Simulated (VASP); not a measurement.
Write the native input for VASP 6.6.1 that does the following.

| Property | Result |
| --- | --- |
| Task | single point |
| Functional | PBEsol |
| Potentials or basis | VASP PAW PBE potentials, release 64 (B) |
| Cutoff | 520 eV |
| k mesh | 15 × 15 × 6 |
| Occupations | fermi-dirac, width 0.1 eV |
| Spin | no spin polarisation |
| Dipole correction | no |
| Further INCAR settings | ALGO = Normal; EDIFF = 1e-07; NBANDS = 8 |

The structure of B lies in POSCAR:

```
B
1.0
    1.7358231075      0.0000000000      0.0000000000
   -0.8679115537      1.5032668989      0.0000000000
    0.0000000000      0.0000000000      3.7067237528
B
1
Direct
    0.0000000000      0.0000000000      0.0000000000
```

These files were run (other wordings do the same):

INCAR

```
SYSTEM = B
  PREC = Accurate
  ENCUT = 520
  EDIFF = 1E-7
  ISMEAR = -1
  SIGMA = 0.1
  LREAL = .False.
  LASPH = .True.
  NELM = 100
  ALGO = Normal
  ISIF = 2
  LWAVE = .False.
  LCHARG = .False.
  GGA = PS
  NBANDS = 8
```

KPOINTS

```
regular mesh
0
Gamma
  15 15 6
  0 0 0
```

Potentials or basis: VASP PAW PBE potentials, release 64 (B).

Launch:

```console
$ cat potpaw_PBE.64/B/POTCAR > POTCAR
$ mpirun -np 1 vasp_std > vasp.out
```

Results of the run:

```yaml
Pressure: -8.1 GPa
```

Caveat: the PAW data sets were made with another functional, which shifts forces and pressure a little.

Run time: 13 s on 1 thread of AMD EPYC 7R13, on a shared host, peak memory 0.08 GiB.
